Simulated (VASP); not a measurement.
# Pt (Im-3m) in VASP: a series of runs, part 2 of 2

VASP 6.6.1. Earlier steps stand in the parts before.

## Step 5: Single point, revPBE

This run uses another cell than the first one, of 16.01 Å³/atom, 1.054 times its volume.

INCAR

```
PREC = Accurate
ENCUT = 520
EDIFF = 1E-6
ISMEAR = -1
SIGMA = 0.05
LREAL = F
LASPH = T
NELM = 80
ALGO = Normal
ISIF = 2
LWAVE = F
LCHARG = T
GGA = RE
LELF = T
LVHAR = T
NBANDS = 11
```

KPOINTS

```
regular mesh
0
Gamma
  12 12 12
```

POSCAR

```
Pt
1.0
   -1.5878778127      1.5878778127      1.5878778127
    1.5878778127     -1.5878778127      1.5878778127
    1.5878778127      1.5878778127     -1.5878778127
Pt
1
Direct
    0.0000000000      0.0000000000      0.0000000000
```

Potentials or basis: VASP PAW PBE potentials, release 64 (Pt).

Started as:

```console
> cat potpaw_PBE.64/Pt/POTCAR > POTCAR
> mpirun -np 1 vasp_std > vasp.out
```

OUTCAR:

```text
PREC = Accurate
   ENCUT = 520
   EDIFF = 1E-6
   ISMEAR = -1
   LREAL = F
   LASPH = T
   NELM = 80
   ISIF = 2
   GGA = RE

 ion  position               nearest neighbor table
   1  0.000  0.000  0.000-

  LATTYP: Found a body centered cubic cell.
 ALAT       =     3.1757556254

  Lattice vectors:

 A1 = (  -1.5878778127,   1.5878778127,   1.5878778127)
 A2 = (   1.5878778127,  -1.5878778127,   1.5878778127)
 A3 = (   1.5878778127,   1.5878778127,  -1.5878778127)

Analysis of symmetry for initial positions (statically):
=====================================================================
 Subroutine PRICEL returns:
 Original cell was already a primitive cell.

 Routine SETGRP: Setting up the symmetry group for a
 body centered cubic supercell.

 Subroutine GETGRP returns: Found 48 space group operations
[... 9 lines left out ...]

 Routine SETGRP: Setting up the symmetry group for a
 body centered cubic supercell.

 Subroutine GETGRP returns: Found 48 space group operations
[... 11 lines left out ...]
                                     Primitive cell

  volume of cell :      16.0144

  direct lattice vectors                    reciprocal lattice vectors
    -1.587877813  1.587877813  1.587877813     0.000000000  0.314885690  0.314885690
     1.587877813 -1.587877813  1.587877813     0.314885690  0.000000000  0.314885690
     1.587877813  1.587877813 -1.587877813     0.314885690  0.314885690  0.000000000

  length of vectors
     2.750285048  2.750285048  2.750285048     0.445315613  0.445315613  0.445315613

  position of ions in fractional coordinates (direct lattice)
     0.000000000  0.000000000  0.000000000

  ion indices of the primitive-cell ions
   primitive index   ion index
                 1           1

----------------------------------------------------------------------------------------

 KPOINTS: regular mesh

Automatic generation of k-mesh.
 Grid dimensions read from file:
 generate k-points for:   12   12   12

 Generating k-lattice:

  Cartesian coordinates                     Fractional coordinates (reciprocal lattice)
     0.000000000  0.026240474  0.026240474     0.083333333  0.000000000  0.000000000
     0.026240474  0.000000000  0.026240474     0.000000000  0.083333333  0.000000000
     0.026240474  0.026240474  0.000000000     0.000000000  0.000000000  0.083333333

  Length of vectors
     0.037109634  0.037109634  0.037109634

  Shift w.r.t. Gamma in fractional coordinates (k-lattice)
     0.000000000  0.000000000  0.000000000

 Subroutine IBZKPT returns following result:
 ===========================================

 Found     72 irreducible k-points:

 Following reciprocal coordinates:
            Coordinates               Weight
  0.000000  0.000000  0.000000      1.000000
  0.083333  0.000000  0.000000     12.000000
  0.166667  0.000000  0.000000     12.000000
  0.250000  0.000000  0.000000     12.000000
  0.333333  0.000000  0.000000     12.000000
  0.416667  0.000000  0.000000     12.000000
[... 16 lines left out ...]
  0.333333  0.083333  0.083333     24.000000
  0.416667  0.083333  0.083333     12.000000
 [... further k-points ...]
   k-points           NKPTS =     72   k-points in BZ     NKDIM =     72   number of bands    NBANDS=     11
   number of dos      NEDOS =    301   number of ions     NIONS =      1
   total plane-waves  NPLWV =   8000
   dimension x,y,z NGX =    20 NGY =   20 NGZ =   20
   dimension x,y,z NGXF=    40 NGYF=   40 NGZF=   40
   ions per type =               1
   NGX,Y,Z   is equivalent  to a cutoff of  12.09, 12.09, 12.09 a.u.
   NGXF,Y,Z  is equivalent  to a cutoff of  24.18, 24.18, 24.18 a.u.
 SYSTEM =  unknown system
   PREC   = accura    normal or accurate (medium, high low for compatibility)
   ISTART =      0    job   : 0-new  1-cont  2-samecut
   ICHARG =      2    charge: 1-file 2-atom 10-const
   ISPIN  =      1    spin polarized calculation?
   LNONCOLLINEAR =      F non collinear calculations
   LSORBIT =      F    spin-orbit coupling
   LASPH  =      T    aspherical Exc in radial PAW
   ENCUT  =  520.0 eV  38.22 Ry    6.18 a.u.   5.11  5.11  5.11*2*pi/ulx,y,z
   NELM   =     80;   NELMIN=  2; NELMDL= -5     # of ELM steps
   EDIFF  = 0.1E-05   stopping-criterion for ELM
   LREAL  =      F    real-space projection
   EDIFFG = 0.1E-04   stopping-criterion for IOM
   NSW    =      0    number of steps for IOM
   IBRION =     -1    ionic relax: 0-MD 1-quasi-New 2-CG
   NFREE  =      0    steps in history (QN), initial steepest desc. (CG)
   ISIF   =      2    stress and relaxation
   ISYM   =      2    0-nonsym 1-usesym 2-fastsym
   POTIM  = 0.5000    time-step for ionic-motion
   TEBEG  =    0.0;   TEEND  =   0.0 temperature during run
   PSTRESS=    0.0 pullay stress
   NELECT =      10.0000    total number of electrons
   NUPDOWN=      -1.0000    fix difference up-down
   EMIN   =  10.00;   EMAX   =-10.00  energy-range for DOS
   EFERMI =   0.00;   METHOD = LEGACY
   ISMEAR =    -1;   SIGMA  =   0.05  broadening in eV -4-tet -1-fermi 0-gaus
   EFERMI_NEDOS =   21; number of points for ismear=-14 and -15
   IALGO  =     38    algorithm
   IMIX   =      4    mixing-type and parameters
     AMIX     =   0.40;   BMIX     =  1.00
     AMIX_MAG =   1.60;   BMIX_MAG =  1.00
  volume/ion in A,a.u.               =      16.01       108.07
  Fermi-wavevector in a.u.,A,eV,Ry     =   1.399279  2.644255 26.639971  1.957983
  Thomas-Fermi vector in A             =   2.522354
   LORBIT       =      0    0 simple, 1 ext, 2 COOP (PROOUT), +10 PAW based schemes
   GGA     = RE    functional components
   LHFCALC =     F    Hartree Fock is set to
   AEXX    =    0.0000 exact exchange contribution
   IVDW    =     0    specifies the selected vdW correction
   LEPSILON=     F    determine dielectric tensor
   LRPA    =     F    only Hartree local field effects (RPA)
 non-spin polarized calculation
  energy-cutoff  :      520.00
  volume of cell :       16.01
 maximum number of plane-waves:       456
   NGX = 11   NGY = 11   NGZ = 11

 number of electron      10.0000001 magnetization

 Free energy of the ion-electron system (eV)
  ---------------------------------------------------
  ext. energy  EPLUGINS =         0.00000000
  ---------------------------------------------------
  free energy    TOTEN  =        -5.50378656 eV

  energy without entropy =       -5.49741973  energy(sigma->0) =       -5.50060315

 E-fermi :   9.9527     XC(G=0): -13.0794

 val. band max:        9.9031074826   @ k =   0.5000   0.5000   0.4167
 cond. band min:       9.9876774800   @ k =  -0.4167  -0.4167   0.1667
 fundamental gap:      0.0845699975
 Fermi energy:         9.9526775220

 k-point     1 :       0.0000    0.0000    0.0000
  band No.  band energies     occupation
      1       0.6892      2.00000
      2       6.6210      2.00000
      3       6.6210      2.00000
      4       6.6210      2.00000
      5       9.0422      2.00000
      6       9.0422      2.00000
      7      27.1136      0.00000
      8      27.1136      0.00000
      9      27.1136      0.00000
     10      36.9861      0.00000
     11      36.9872      0.00000

 k-point     2 :       0.0833    0.0000    0.0000
  band No.  band energies     occupation
      1       0.9666      2.00000
      2       6.5146      2.00000
      3       6.6201      2.00000
      4       6.8413      2.00000
      5       8.9100      2.00000
      6       9.0497      2.00000
      7      27.2256      0.00000
      8      27.2929      0.00000
      9      27.5183      0.00000
     10      34.2385      0.00000
     11      34.6932      0.00000

 k-point     3 :       0.1667    0.0000    0.0000
  band No.  band energies     occupation
      1       1.7420      2.00000
      2       6.2354      2.00000
      3       6.5953      2.00000
      4       7.4786      2.00000
      5       8.6796      2.00000
      6       9.0790      2.00000
      7      26.9209      0.00000
      8      27.1109      0.00000
      9      28.6683      0.00000
     10      32.4365      0.00000
     11      32.6428      0.00000
[... 267 lines left out ...]
 k-point    23 :       0.3333    0.0833    0.0833
  band No.  band energies     occupation
      1       4.0993      2.00000
      2       5.3023      2.00000
      3       7.7468      2.00000
      4       8.9756      2.00000
      5       9.3306      1.99999
      6      12.3424      0.00000
      7      17.6245      0.00000
      8      23.4854      0.00000
      9      24.3578      0.00000
     10      33.0525      0.00000
     11      35.0472      0.00000

 k-point    24 :       0.4167    0.0833    0.0833
  band No.  band energies     occupation
      1       4.0670      2.00000
      2       5.2342      2.00000
      3       8.4796      2.00000
      4       8.9972      2.00000
      5       9.3667      1.99998
      6      13.3720      0.00000
      7      15.8842      0.00000
      8      23.1585      0.00000
      9      23.8551      0.00000
     10      33.9180      0.00000
     11      34.5362      0.00000

 [... further k-points ...]
[... 5 lines left out ...]
  --------------------------------------------------------------------------------------
  -------------------------------------------------------------------------------------
  Total       -0.0512278     -0.0512278     -0.0512278      0.0000000      0.0000000      0.0000000
  in kB       -5.1251276     -5.1251276     -5.1251276      0.0000000      0.0000000      0.0000000
  external PRESSURE =      -5.1251276 kB  Pullay stress =       0.0000000 kB

 VOLUME and BASIS-vectors are now :
 -----------------------------------------------------------------------------
  energy-cutoff  :      520.00
  volume of cell :       16.01
      direct lattice vectors                 reciprocal lattice vectors
    -1.587877813  1.587877813  1.587877813     0.000000000  0.314885690  0.314885690
     1.587877813 -1.587877813  1.587877813     0.314885690  0.000000000  0.314885690
     1.587877813  1.587877813 -1.587877813     0.314885690  0.314885690  0.000000000

 POSITION                                       TOTAL-FORCE (eV/Angst)
 -----------------------------------------------------------------------------------
      0.00000      0.00000      0.00000         0.000000     -0.000000      0.000000
 -----------------------------------------------------------------------------------
    total drift:                                0.000000     -0.000000      0.000000

  FREE ENERGIE OF THE ION-ELECTRON SYSTEM (eV)
  ---------------------------------------------------
  free  energy   TOTEN  =        -5.5037865557 eV

  energy  without entropy=       -5.4974197345  energy(sigma->0) =       -5.50060315
```

It took 12 s on 1 thread of Intel Xeon Platinum 8375C at 2.90GHz (Ice Lake), shared host; peak memory 0.13 GiB.

What came out:

```yaml
Free_energy: -5.5038 eV
Pressure: -0.5 GPa
Band_gap_on_the_k_mesh: zero (band 5 reaches 11.00 eV, above the bottom of band 6 at 8.89 eV)
```

Levels at points of the mesh, in eV from the Fermi level:
```csv
k point,band 2,band 3,band 4,band 5,band 6,band 7,band 8,band 9
"(0.00, 0.00, 0.00)",-3.33,-3.33,-3.33,-0.91,-0.91,17.16,17.16,17.16
"(0.50, 0.00, 0.00)",-4.72,-1.09,-0.60,0.40,1.08,6.27,13.34,15.83
"(0.50, 0.50, 0.50)",-5.87,0.58,0.58,0.58,7.73,7.73,7.73,12.70
```

Caveat: the PAW data sets were made with another functional, which shifts forces and pressure a little; spin-orbit coupling is left out, which moves the levels of the heavy elements.

## Step 6: Single point, BLYP

This run uses another cell than the first one, of 16.81 Å³/atom, 1.106 times its volume.

INCAR

```
PREC = Accurate ; ENCUT = 520
EDIFF = 1E-6 ; ISMEAR = -1
SIGMA = 0.05 ; LREAL = False
LASPH = True ; NELM = 100
ALGO = Normal ; ISIF = 2
LWAVE = False ; LCHARG = True
GGA = B5 ; ALDAX = 1.0
AGGAX = 1.0 ; AGGAC = 1.0
ALDAC = 0.0 ; LELF = True
LVHAR = True ; NBANDS = 11
```

KPOINTS

```
Automatic mesh
0
Gamma
  12 12 12
```

POSCAR

```
Pt
1.0
   -1.6136517599      1.6136517599      1.6136517599
    1.6136517599     -1.6136517599      1.6136517599
    1.6136517599      1.6136517599     -1.6136517599
Pt
1
Direct
    0.0000000000      0.0000000000      0.0000000000
```

Potentials or basis: VASP PAW PBE potentials, release 64 (Pt).

Started as:

```console
> cat potpaw_PBE.64/Pt/POTCAR > POTCAR
> mpirun -np 1 vasp_std > vasp.out
```

It took 15 s on 1 thread of Intel Xeon Platinum 8375C at 2.90GHz (Ice Lake), shared host; peak memory 0.15 GiB.

It converged, with:

- Free energy: -4.9461 eV
- Pressure: 0.9 GPa
- Band gap on the k mesh: zero (band 5 reaches 10.60 eV, above the bottom of band 6 at 8.66 eV)

Levels at points of the mesh, in eV from the Fermi level:
```
           k point  band 2  band 3  band 4  band 5  band 6  band 7  band 8  band 9
(0.00, 0.00, 0.00)   -3.14   -3.14   -3.14   -0.87   -0.87   17.41   17.41   17.41
(0.50, 0.00, 0.00)   -4.41   -1.05   -0.60    0.76    0.97    5.85   13.52   15.41
(0.50, 0.50, 0.50)   -5.40    0.50    0.50    0.50    7.73    7.73    7.73   11.86
```

Caveat: the PAW data sets were made with another functional, which shifts forces and pressure a little; spin-orbit coupling is left out, which moves the levels of the heavy elements.

## Step 7: Summary

| level | cell | smearing | gap on the mesh (eV) | pressure (GPa) |
| --- | --- | --- | --- | --- |
| PBEsol | a = 2.703 Å, angles 109.5°, 1 atom | fermi-dirac 0.05 eV | none | -0.3 |
| PBE | a = 2.744 Å, angles 109.5°, 1 atom | gaussian 0.012 eV | none | -1.9 |
| RPBE | a = 2.755 Å, angles 109.5°, 1 atom | fermi-dirac 0.05 eV | none | -0.5 |
| revPBE | a = 2.750 Å, angles 109.5°, 1 atom | fermi-dirac 0.05 eV | none | -0.5 |
| BLYP | a = 2.795 Å, angles 109.5°, 1 atom | fermi-dirac 0.05 eV | none | 0.9 |

Alike in all rows: task single point; potentials or basis VASP PAW PBE potentials, release 64 (Pt); no spin polarisation; k mesh 12 × 12 × 12; cutoff (eV) 520.

Caveats: spin-orbit coupling is left out, which moves the levels of the heavy elements; the PAW data sets were made with another functional, which shifts forces and pressure a little (some runs).

Absolute energies hang on the potentials; compare differences alone.
